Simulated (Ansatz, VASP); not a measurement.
NbAs: VASP beside Ansatz

```
Nb As
1.0
     0.00000    2.88648    2.88648
     2.88648    0.00000    2.88648
     2.88648    2.88648    0.00000
Nb As
1 1
Direct
  0.00000 0.00000 0.00000
  0.25000 0.25000 0.25000
```

Alike in both runs: task single point; functional r2SCAN; k mesh 12 × 12 × 12; occupations gaussian, width 0.1 eV; no spin polarisation.

|  | VASP | Ansatz |
| --- | --- | --- |
| version | VASP 6.6.1 | Ansatz 0.2.0 |
| potentials or method | VASP PAW PBE potentials, release 64 (Nb_sv, As), cutoff 550 eV | scalar-relativistic, plane waves, PAW |
| valence electrons in the cell | 18 | 28 |

```tsv
	VASP	Ansatz	Ansatz less VASP
gap on the k mesh at the Fermi level (eV)	none	none	-
pressure (GPa)	0.7	0.8	+0.02
```

VASP's potentials were made for PBE, not for r2SCAN. A gap of «none» marks a metal or a gap that the smearing closes. The functional is the same, so the differences come from potentials, cutoffs and numerics. VASP's potentials hold 18 valence electrons a cell and Ansatz's 28, so a difference there can come from the potentials and not from the codes.
